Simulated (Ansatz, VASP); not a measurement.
Two plane-wave programs on CaF2

```
Ca F
1.0
     0.00000    2.76694    2.76694
     2.76694    0.00000    2.76694
     2.76694    2.76694    0.00000
Ca F
1 2
Direct
  0.00000 0.00000 0.00000
  0.25000 0.25000 0.25000
  0.75000 0.75000 0.75000
```

Alike in both runs: task single point; functional PBEsol; k mesh 6 × 6 × 6; no spin polarisation.

|  | VASP | Ansatz |
| --- | --- | --- |
| version | VASP 6.6.1 | Ansatz 0.2.0 |
| potentials or method | VASP PAW PBE potentials, release 64 (Ca_sv, F), cutoff 600 eV | plane waves, PAW |
| occupations | gaussian, width 0.01 eV | fixed |
| valence electrons in the cell | 24 | 24 |

|  | VASP | Ansatz | Ansatz less VASP |
| --- | --- | --- | --- |
| pressure (GPa) | -4.5 | -4.7 | -0.13 |

VASP's potentials were made for PBE, not for PBEsol.
